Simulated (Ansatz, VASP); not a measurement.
## CrO2: VASP beside Ansatz

File INCAR:

```
  PREC = Accurate
  ENCUT = 600
  EDIFF = 1E-7
  ISMEAR = 0
  SIGMA = 0.1
  LREAL = F
  LASPH = T
  NELM = 150
  ALGO = Normal
  ISIF = 3
  LWAVE = F
  LCHARG = F
  ISPIN = 2
  MAGMOM = 1.94 0 0
  LORBIT = 11
  LMAXMIX = 4
  GGA = PE
  IBRION = 2
  NSW = 100
  EDIFFG = -0.05
```

KPOINTS

```
regular mesh
0
Gamma
  12 12 4
```

Contents of POSCAR:

```
CrO2
1.0
    2.8314000000      0.0000000000      0.0000000000
   -1.4157000000      2.4520643283      0.0000000000
    0.0000000000      0.0000000000      4.5443900107
Cr O
1 2
Direct
    0.0000000000      0.0000000000      0.0000000000
    0.3333333333      0.6666666667      0.2458404764
    0.6666666667      0.3333333333      0.7541595236
```

Input for Ansatz:

```yaml
crystal:
  lattice:
    - [2.8314, 0.0, 0.0]
    - [-1.4157, 2.4520643283, 0.0]
    - [0.0, 0.0, 4.5443900107]
  atoms:
    - { symbol: Cr, position: [0.0, 0.0, 0.0], spin: 1.94 }
    - { symbol: O, position: [0.3333333333, 0.6666666667, 0.2458404764] }
    - { symbol: O, position: [0.6666666667, 0.3333333333, 0.7541595236] }
basis:
  ecutwfc: 420
kpoints:
  mp_grid: { grid: [12, 12, 4] }
hamiltonian:
  xc: pbe
scf:
  occupations: { method: gaussian, width: 0.1 }
output:
  forces: true
  stress: true
  eigenvalues: true
  populations: true
magnetization:
  spin_polarized: true
relax:
  adjacent_minimum: "off"
  f_tol: 0.05
  max_steps: 80
  cell: { stress_tol: 0.5 }
```

Alike in both runs: task relaxation of cell and atoms; functional PBE; k mesh 12 × 12 × 4; occupations gaussian, width 0.1 eV; collinear spin.

|  | VASP | Ansatz |
| --- | --- | --- |
| version | VASP 6.6.1 | Ansatz 0.2.0 |
| potentials or method | VASP PAW PBE potentials, release 64 (Cr_pv, O), cutoff 600 eV | scalar-relativistic, plane waves, PAW |
| valence electrons in the cell | 24 | 26 |

VASP gave:

```
gap on the k mesh at the Fermi level, each at its own relaxed structure (eV)  : none
net moment per atom (μB)                                                      : 0.67
size of the moment on the site where the two differ most (μB)                 : 2.08
relaxed volume (Å³/atom)                                                      : 12.18
relaxed length of the cell vector where the two differ most in proportion (Å) : 5.034
```

Q: Estimate Ansatz's values.

A: gap on the k mesh at the Fermi level, each at its own relaxed structure (eV): none; net moment per atom (μB): 0.67; size of the moment on the site where the two differ most (μB): 1.74; relaxed volume (Å³/atom): 12.29; relaxed length of the cell vector where the two differ most in proportion (Å): 5.081.

Site moments also hang on the region over which each program counts them. A gap of «none» marks a metal or a gap that the smearing closes. VASP's potentials hold 24 valence electrons a cell and Ansatz's 26, so a difference there can come from the potentials and not from the codes.

Noted on VASP's run: the volume moved by over 15 % at a fixed basis, so the end points are rough.
